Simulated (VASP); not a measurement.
# HfMoC2 (P4/mmm) in VASP: further runs

Runs on HfMoC2. Level: PBE. Tasks: single point.

Everything below comes from runs of VASP 6.6.1. Logs are shortened: lines on timing, memory, paths and dates and some standing lists are left out, and cuts for length are marked.

## 1. The cell of the first run

Symmetry: P4/mmm, No. 123, tetragonal system. Conventional cell: a = 3.058 Å, b = 3.058 Å, c = 4.298 Å, α = 90.00°, β = 90.00°, γ = 90.00°. Within 2.8 Å of Hf (site symmetry 4/mmm) lie 6 C at 2.15 to 2.16 Å. Mo (site symmetry 4/mmm) has 6 C at 2.15 to 2.16 Å within 2.8 Å. C (site symmetry 4/mmm) has 2 Hf at 2.15 Å and 4 Mo at 2.16 Å within 2.8 Å. Within 2.8 Å of C (site symmetry 4/mmm) lie 2 Mo at 2.15 Å and 4 Hf at 2.16 Å.

## 2. Single point, PBE

Contents of INCAR:

```
SYSTEM = HfMoC2
PREC = Accurate
ENCUT = 520
EDIFF = 1E-6
ISMEAR = -1
SIGMA = 0.1
LREAL = .FALSE.
LASPH = .TRUE.
NELM = 80
ALGO = Normal
ISIF = 2
LWAVE = .FALSE.
LCHARG = .FALSE.
GGA = PE
NBANDS = 24
```

Contents of KPOINTS:

```
Automatic mesh
0
G
  7 7 5
  0 0 0
```

Contents of POSCAR:

```
HfMoC2
1.0
    3.0582895069      0.0000000000      0.0000000000
    0.0000000000      3.0582895069      0.0000000000
    0.0000000000      0.0000000000      4.2980607704
Hf Mo C
1 1 2
Direct
    0.0000000000      0.0000000000      0.0000000000
    0.5000000000      0.5000000000      0.5000000000
    0.0000000000      0.0000000000      0.5000000000
    0.5000000000      0.5000000000      0.0000000000
```

Potentials or basis: VASP PAW PBE potentials, release 64 (Hf_pv, Mo_sv, C).

Command:

```console
cat potpaw_PBE.64/Hf_pv/POTCAR potpaw_PBE.64/Mo_sv/POTCAR potpaw_PBE.64/C/POTCAR > POTCAR
mpirun -np 1 vasp_std > vasp.out
```

OUTCAR:

```text
SYSTEM = HfMoC2
   PREC = Accurate
   ENCUT = 520
   EDIFF = 1E-6
   ISMEAR = -1
   LREAL = .FALSE.
   LASPH = .TRUE.
   NELM = 80
   ISIF = 2
   GGA = PE

 ion  position               nearest neighbor table
   1  0.000  0.000  0.000-   3 2.15   3 2.15   4 2.16   4 2.16   4 2.16   4 2.16   2 3.05   2 3.05
                             2 3.05   2 3.05   2 3.05   2 3.05   2 3.05   2 3.05
   2  0.500  0.500  0.500-   4 2.15   4 2.15   3 2.16   3 2.16   3 2.16   3 2.16   1 3.05   1 3.05
                             1 3.05   1 3.05   1 3.05   1 3.05   1 3.05   1 3.05
   3  0.000  0.000  0.500-   1 2.15   1 2.15   2 2.16   2 2.16   2 2.16   2 2.16
   4  0.500  0.500  0.000-   2 2.15   2 2.15   1 2.16   1 2.16   1 2.16   1 2.16

  LATTYP: Found a simple tetragonal cell.
 ALAT       =     3.0582895069
 C/A-ratio  =     1.4053806092

  Lattice vectors:

 A1 = (   3.0582895069,   0.0000000000,   0.0000000000)
 A2 = (   0.0000000000,   3.0582895069,   0.0000000000)
 A3 = (   0.0000000000,   0.0000000000,   4.2980607704)

Analysis of symmetry for initial positions (statically):
=====================================================================
 Subroutine PRICEL returns:
 Original cell was already a primitive cell.

 Routine SETGRP: Setting up the symmetry group for a
 simple tetragonal supercell.

 Subroutine GETGRP returns: Found 16 space group operations
 (whereof 16 operations were pure point group operations)
 out of a pool of 16 trial point group operations.

The static configuration has the point symmetry D_4h.

Analysis of symmetry for dynamics (positions and initial velocities):
=====================================================================
 Subroutine PRICEL returns:
 Original cell was already a primitive cell.

 Routine SETGRP: Setting up the symmetry group for a
 simple tetragonal supercell.

 Subroutine GETGRP returns: Found 16 space group operations
 (whereof 16 operations were pure point group operations)
 out of a pool of 16 trial point group operations.

The dynamic configuration has the point symmetry D_4h.

 Subroutine INISYM returns: Found 16 space group operations
 (whereof 16 operations are pure point group operations),
 and found     1 'primitive' translations

----------------------------------------------------------------------------------------

                                     Primitive cell

  volume of cell :      40.2003

  direct lattice vectors                    reciprocal lattice vectors
     3.058289507  0.000000000  0.000000000     0.326980163  0.000000000  0.000000000
     0.000000000  3.058289507  0.000000000     0.000000000  0.326980163  0.000000000
     0.000000000  0.000000000  4.298060770     0.000000000  0.000000000  0.232663067

  length of vectors
     3.058289507  3.058289507  4.298060770     0.326980163  0.326980163  0.232663067

  position of ions in fractional coordinates (direct lattice)
     0.000000000  0.000000000  0.000000000
     0.500000000  0.500000000  0.500000000
     0.000000000  0.000000000  0.500000000
     0.500000000  0.500000000  0.000000000

  ion indices of the primitive-cell ions
   primitive index   ion index
                 1           1
                 2           2
                 3           3
                 4           4

----------------------------------------------------------------------------------------

 KPOINTS: Automatic mesh

Automatic generation of k-mesh.
 Grid dimensions read from file:
 generate k-points for:    7    7    5

 Generating k-lattice:

  Cartesian coordinates                     Fractional coordinates (reciprocal lattice)
     0.046711452  0.000000000  0.000000000     0.142857143  0.000000000  0.000000000
     0.000000000  0.046711452  0.000000000     0.000000000  0.142857143  0.000000000
     0.000000000  0.000000000  0.046532613     0.000000000  0.000000000  0.200000000

  Length of vectors
     0.046711452  0.046711452  0.046532613

  Shift w.r.t. Gamma in fractional coordinates (k-lattice)
     0.000000000  0.000000000  0.000000000

 Subroutine IBZKPT returns following result:
 ===========================================

 Found     30 irreducible k-points:

 Following reciprocal coordinates:
            Coordinates               Weight
  0.000000  0.000000  0.000000      1.000000
  0.142857  0.000000  0.000000      4.000000
  0.285714  0.000000  0.000000      4.000000
  0.428571  0.000000  0.000000      4.000000
  0.142857  0.142857  0.000000      4.000000
  0.285714  0.142857  0.000000      8.000000
[... 16 lines left out ...]
  0.285714  0.000000  0.400000      8.000000
  0.428571  0.000000  0.400000      8.000000
 [... further k-points ...]
   k-points           NKPTS =     30   k-points in BZ     NKDIM =     30   number of bands    NBANDS=     24
   number of dos      NEDOS =    301   number of ions     NIONS =      4
   total plane-waves  NPLWV =  18432
   dimension x,y,z NGX =    24 NGY =   24 NGZ =   32
   dimension x,y,z NGXF=    48 NGYF=   48 NGZF=   64
   ions per type =               1   1   2
   NGX,Y,Z   is equivalent  to a cutoff of  13.05, 13.05, 12.38 a.u.
   NGXF,Y,Z  is equivalent  to a cutoff of  26.09, 26.09, 24.75 a.u.
 SYSTEM =  HfMoC2
   PREC   = accura    normal or accurate (medium, high low for compatibility)
   ISTART =      0    job   : 0-new  1-cont  2-samecut
   ICHARG =      2    charge: 1-file 2-atom 10-const
   ISPIN  =      1    spin polarized calculation?
   LNONCOLLINEAR =      F non collinear calculations
   LSORBIT =      F    spin-orbit coupling
   LASPH  =      T    aspherical Exc in radial PAW
   ENCUT  =  520.0 eV  38.22 Ry    6.18 a.u.   5.69  5.69  7.99*2*pi/ulx,y,z
   NELM   =     80;   NELMIN=  2; NELMDL= -5     # of ELM steps
   EDIFF  = 0.1E-05   stopping-criterion for ELM
   LREAL  =      F    real-space projection
   EDIFFG = 0.1E-04   stopping-criterion for IOM
   NSW    =      0    number of steps for IOM
   IBRION =     -1    ionic relax: 0-MD 1-quasi-New 2-CG
   NFREE  =      0    steps in history (QN), initial steepest desc. (CG)
   ISIF   =      2    stress and relaxation
   ISYM   =      2    0-nonsym 1-usesym 2-fastsym
   POTIM  = 0.5000    time-step for ionic-motion
   TEBEG  =    0.0;   TEEND  =   0.0 temperature during run
   PSTRESS=    0.0 pullay stress
   NELECT =      32.0000    total number of electrons
   NUPDOWN=      -1.0000    fix difference up-down
   EMIN   =  10.00;   EMAX   =-10.00  energy-range for DOS
   EFERMI =   0.00;   METHOD = LEGACY
   ISMEAR =    -1;   SIGMA  =   0.10  broadening in eV -4-tet -1-fermi 0-gaus
   EFERMI_NEDOS =   21; number of points for ismear=-14 and -15
   IALGO  =     38    algorithm
   IMIX   =      4    mixing-type and parameters
     AMIX     =   0.40;   BMIX     =  1.00
     AMIX_MAG =   1.60;   BMIX_MAG =  1.00
  volume/ion in A,a.u.               =      10.05        67.82
  Fermi-wavevector in a.u.,A,eV,Ry     =   1.517219  2.867128 31.319974  2.301953
  Thomas-Fermi vector in A             =   2.626504
   LORBIT       =      0    0 simple, 1 ext, 2 COOP (PROOUT), +10 PAW based schemes
   GGA     = PE    functional components
   LHFCALC =     F    Hartree Fock is set to
   AEXX    =    0.0000 exact exchange contribution
   IVDW    =     0    specifies the selected vdW correction
   LEPSILON=     F    determine dielectric tensor
   LRPA    =     F    only Hartree local field effects (RPA)
 non-spin polarized calculation
  energy-cutoff  :      520.00
  volume of cell :       40.20
 maximum number of plane-waves:      1099
 NGX is ok and might be reduce to    24
   NGX = 11   NGY = 11   NGZ = 15

 number of electron      32.0000005 magnetization

 Free energy of the ion-electron system (eV)
  ---------------------------------------------------
  ext. energy  EPLUGINS =         0.00000000
  ---------------------------------------------------
  free energy    TOTEN  =       -40.14154518 eV

  energy without entropy =      -40.09531871  energy(sigma->0) =      -40.11843194

 E-fermi :  10.9153     XC(G=0): -13.5970

 val. band max:       10.8300953651   @ k =   0.2857   0.0000   0.2000
 cond. band min:      10.9801717604   @ k =   0.0000   0.0000   0.0000
 fundamental gap:      0.1500763952
 Fermi energy:        10.9153333075

 k-point     1 :       0.0000    0.0000    0.0000
  band No.  band energies     occupation
      1     -51.0106      2.00000
      2     -25.1386      2.00000
      3     -25.0290      2.00000
      4     -25.0290      2.00000
      5     -19.0807      2.00000
      6     -18.6220      2.00000
[... 16 lines left out ...]
     23      16.2963      0.00000
     24      16.2963      0.00000

 k-point     2 :       0.1429    0.0000    0.0000
  band No.  band energies     occupation
      1     -51.0045      2.00000
      2     -25.1265      2.00000
      3     -25.1064      2.00000
      4     -25.0183      2.00000
      5     -19.0750      2.00000
      6     -18.7863      2.00000
[... 16 lines left out ...]
     23      16.2066      0.00000
     24      17.5347      0.00000

 k-point     3 :       0.2857    0.0000    0.0000
  band No.  band energies     occupation
      1     -50.9908      2.00000
      2     -25.2769      2.00000
      3     -25.0990      2.00000
      4     -24.9942      2.00000
      5     -19.1369      2.00000
      6     -19.0622      2.00000
[... 16 lines left out ...]
     23      16.3703      0.00000
     24      19.3557      0.00000
[... 514 lines left out ...]
 k-point    23 :       0.2857    0.0000    0.4000
  band No.  band energies     occupation
      1     -50.9909      2.00000
      2     -25.2872      2.00000
      3     -25.1118      2.00000
      4     -24.9922      2.00000
      5     -19.1097      2.00000
      6     -19.0797      2.00000
[... 16 lines left out ...]
     23      18.1258      0.00000
     24      20.3622      0.00000

 k-point    24 :       0.4286    0.0000    0.4000
  band No.  band energies     occupation
      1     -50.9797      2.00000
      2     -25.4272      2.00000
      3     -25.1045      2.00000
      4     -24.9736      2.00000
      5     -19.3488      2.00000
      6     -19.0395      2.00000
[... 16 lines left out ...]
     23      19.1534      0.00000
     24      19.2838      0.00000

 [... further k-points ...]

------------------------ aborting loop because EDIFF is reached ----------------------------------------

  FORCE on cell =-STRESS in cart. coord.  units (eV):
  Direction    XX          YY          ZZ          XY          YZ          ZX
  --------------------------------------------------------------------------------------
  -------------------------------------------------------------------------------------
  Total       11.2526931     11.2526931     11.2161180      0.0000000     -0.0000000      0.0000000
  in kB      448.4740483    448.4740483    447.0163530      0.0000000     -0.0000000      0.0000000
  external PRESSURE =     447.9881499 kB  Pullay stress =       0.0000000 kB

 VOLUME and BASIS-vectors are now :
 -----------------------------------------------------------------------------
  energy-cutoff  :      520.00
  volume of cell :       40.20
      direct lattice vectors                 reciprocal lattice vectors
     3.058289507  0.000000000  0.000000000     0.326980163  0.000000000  0.000000000
     0.000000000  3.058289507  0.000000000     0.000000000  0.326980163  0.000000000
     0.000000000  0.000000000  4.298060770     0.000000000  0.000000000  0.232663067

 POSITION                                       TOTAL-FORCE (eV/Angst)
 -----------------------------------------------------------------------------------
      0.00000      0.00000      0.00000         0.000000      0.000000      0.000000
      1.52914      1.52914      2.14903         0.000000      0.000000      0.000000
      0.00000      0.00000      2.14903         0.000000      0.000000      0.000000
      1.52914      1.52914      0.00000         0.000000      0.000000      0.000000
 -----------------------------------------------------------------------------------
    total drift:                                0.000000     -0.000000     -0.000000

  FREE ENERGIE OF THE ION-ELECTRON SYSTEM (eV)
  ---------------------------------------------------
  free  energy   TOTEN  =       -40.1415451789 eV

  energy  without entropy=      -40.0953187066  energy(sigma->0) =      -40.11843194
```

Run time: 15 s. Hardware: 1 thread of Intel Xeon 6975P-C (Granite Rapids), shared host; peak memory 0.16 GiB.

What came out:

- Free energy: -40.1415 eV
- Pressure: 44.8 GPa
- Band gap on the k mesh: zero (band 16 reaches 11.97 eV, above the bottom of band 17 at 9.29 eV)

Stress tensor (GPa, compression positive):
```
44.85  0.00  0.00
 0.00 44.85  0.00
 0.00  0.00 44.70
```

Caveat: spin-orbit coupling is left out, which moves the levels of the heavy elements.

## 3. Single point, PBE

This run uses another cell than the first one, of 10.51 Å³/atom, 1.045 times its volume.

Contents of INCAR:

```
SYSTEM = HfMoC2
ALGO     = Normal         ! electronic algorithm
EDIFF    = 1E-7           ! SCF threshold, eV
ENCUT    = 520            ! plane-wave cutoff, eV
GGA      = PE             ! functional
ISIF     = 2              ! what is computed and relaxed
ISMEAR   = -1             ! smearing method
LASPH    = .TRUE.         ! aspherical terms in the spheres
LCHARG   = .FALSE.        ! write CHGCAR
LREAL    = .FALSE.        ! projectors in reciprocal space
LWAVE    = .FALSE.        ! write WAVECAR
NBANDS   = 24             ! bands
NELM     = 80             ! most SCF steps
PREC     = Accurate       ! precision mode
SIGMA    = 0.1            ! smearing width, eV
```

Contents of KPOINTS:

```
k-points
0
G
  7 7 5
  0 0 0
```

Contents of POSCAR:

```
HfMoC2
1.0
    3.1039423495      0.0000000000      0.0000000000
    0.0000000000      3.1039423495      0.0000000000
    0.0000000000      0.0000000000      4.3622203902
Hf Mo C
1 1 2
Direct
    0.0000000000      0.0000000000      0.0000000000
    0.5000000000      0.5000000000      0.5000000000
    0.0000000000      0.0000000000      0.5000000000
    0.5000000000      0.5000000000      0.0000000000
```

Potentials or basis: VASP PAW PBE potentials, release 64 (Hf_pv, Mo_sv, C).

Command:

```console
cat potpaw_PBE.64/Hf_pv/POTCAR potpaw_PBE.64/Mo_sv/POTCAR potpaw_PBE.64/C/POTCAR > POTCAR
mpirun -np 1 vasp_std > vasp.out
```

Run time: 16 s. Hardware: 1 thread of Intel Xeon 6975P-C (Granite Rapids), shared host; peak memory 0.16 GiB.

The run converged. Its results:

```
Free energy            : -40.5431 eV
Pressure               : 26.1 GPa
Band gap on the k mesh : zero (band 16 reaches 11.31 eV, above the bottom of band 17 at 8.89 eV)
```

Stress tensor (GPa, compression positive):
```
26.24  0.00  0.00
 0.00 26.24  0.00
 0.00  0.00 25.90
```

Levels at points of the mesh, in eV from the Fermi level:
| k point | band 13 | band 14 | band 15 | band 16 | band 17 | band 18 | band 19 | band 20 |
| --- | --- | --- | --- | --- | --- | --- | --- | --- |
| (0.00, 0.00, 0.00) | -1.45 | -1.22 | -1.22 | -0.43 | -0.36 | 0.09 | 0.16 | 0.16 |

Caveat: spin-orbit coupling is left out, which moves the levels of the heavy elements.

## 4. Single point, PBE

This run uses another cell than the first one, of 10.96 Å³/atom, 1.091 times its volume.

Contents of INCAR:

```
SYSTEM = HfMoC2
PREC = Accurate
ENCUT = 520
EDIFF = 1E-7
ISMEAR = -1
SIGMA = 0.1
LREAL = .False.
LASPH = .True.
NELM = 80
ALGO = Normal
ISIF = 2
LWAVE = .False.
LCHARG = .False.
GGA = PE
NBANDS = 24
```

Contents of KPOINTS:

```
Automatic mesh
0
Gamma
  7 7 5
  0 0 0
```

Contents of POSCAR:

```
HfMoC2
1.0
    3.1482903748      0.0000000000      0.0000000000
    0.0000000000      3.1482903748      0.0000000000
    0.0000000000      0.0000000000      4.4245462449
Hf Mo C
1 1 2
Direct
    0.0000000000      0.0000000000      0.0000000000
    0.5000000000      0.5000000000      0.5000000000
    0.0000000000      0.0000000000      0.5000000000
    0.5000000000      0.5000000000      0.0000000000
```

Command:

```console
cat potpaw_PBE.64/Hf_pv/POTCAR potpaw_PBE.64/Mo_sv/POTCAR potpaw_PBE.64/C/POTCAR > POTCAR
mpirun -np 1 vasp_std > vasp.out
```

Run time: 17 s. Hardware: 1 thread of Intel Xeon 6975P-C (Granite Rapids), shared host; peak memory 0.17 GiB.

It converged, with:

```yaml
Free_energy: -40.7528 eV
Pressure: 11.0 GPa
Band_gap_on_the_k_mesh: zero (band 16 reaches 10.71 eV, above the bottom of band 17 at 8.51 eV)
```

Stress tensor (GPa, compression positive):
```
11.20  0.00  0.00
 0.00 11.20  0.00
 0.00  0.00 10.72
```

Levels at points of the mesh, in eV from the Fermi level:
```
           k point  band 12  band 13  band 14  band 15  band 16  band 17  band 18  band 19  band 20  band 21
(0.00, 0.00, 0.00)    -1.37    -1.37    -1.20    -1.20    -0.37    -0.36     0.10     0.16     0.16     0.54
```

Caveat: spin-orbit coupling is left out, which moves the levels of the heavy elements.

## 5. Single point, PBE

This run uses another cell than the first one, of 11.42 Å³/atom, 1.136 times its volume.

Contents of INCAR:

```
SYSTEM = HfMoC2
ALGO = Normal
EDIFF = 1E-6
ENCUT = 520
GGA = PE
ISIF = 2
ISMEAR = -1
LASPH = .TRUE.
LCHARG = .TRUE.
LELF = .TRUE.
LREAL = .FALSE.
LVHAR = .TRUE.
LWAVE = .FALSE.
NBANDS = 24
NELM = 80
PREC = Accurate
SIGMA = 0.1
```

Contents of KPOINTS:

```
k-points
0
G
  7 7 5
  0 0 0
```

Contents of POSCAR:

```
HfMoC2
1.0
    3.1914230000      0.0000000000      0.0000000000
    0.0000000000      3.1914230000      0.0000000000
    0.0000000000      0.0000000000      4.4851640000
Hf Mo C
1 1 2
Direct
    0.0000000000      0.0000000000      0.0000000000
    0.5000000000      0.5000000000      0.5000000000
    0.0000000000      0.0000000000      0.5000000000
    0.5000000000      0.5000000000      0.0000000000
```

Command:

```console
cat potpaw_PBE.64/Hf_pv/POTCAR potpaw_PBE.64/Mo_sv/POTCAR potpaw_PBE.64/C/POTCAR > POTCAR
mpirun -np 1 vasp_std > vasp.out
```

Run time: 16 s. Hardware: 1 thread of Intel Xeon 6975P-C (Granite Rapids), shared host; peak memory 0.17 GiB.

Results (log left out):

- Free energy: -40.8074 eV
- Pressure: -1.1 GPa
- Band gap on the k mesh: zero (band 16 reaches 10.14 eV, above the bottom of band 17 at 8.14 eV)

Stress tensor (GPa, compression positive):
```
-0.91  0.00  0.00
 0.00 -0.91  0.00
 0.00  0.00 -1.53
```

Levels at points of the mesh, in eV from the Fermi level:
| k point | band 13 | band 14 | band 15 | band 16 | band 17 | band 18 | band 19 | band 20 |
| --- | --- | --- | --- | --- | --- | --- | --- | --- |
| (0.00, 0.00, 0.00) | -1.30 | -1.18 | -1.18 | -0.37 | -0.30 | 0.12 | 0.17 | 0.17 |

Caveat: spin-orbit coupling is left out, which moves the levels of the heavy elements.

## 6. Summary

```csv
cell,gap on the mesh (eV),pressure (GPa)
"a = 3.058, b = 3.058, c = 4.298 Å, 4 atoms",none,44.8
"a = 3.104, b = 3.104, c = 4.362 Å, 4 atoms",none,26.1
"a = 3.148, b = 3.148, c = 4.425 Å, 4 atoms",none,11.0
"a = 3.191, b = 3.191, c = 4.485 Å, 4 atoms",none,-1.1
```

Alike in all rows: task single point; level PBE; potentials or basis VASP PAW PBE potentials, release 64 (Hf_pv, Mo_sv, C); no spin polarisation; k mesh 7 × 7 × 5; cutoff (eV) 520; smearing fermi-dirac 0.1 eV.

Caveats: spin-orbit coupling is left out, which moves the levels of the heavy elements.

Absolute energies hang on the potentials; compare differences alone.
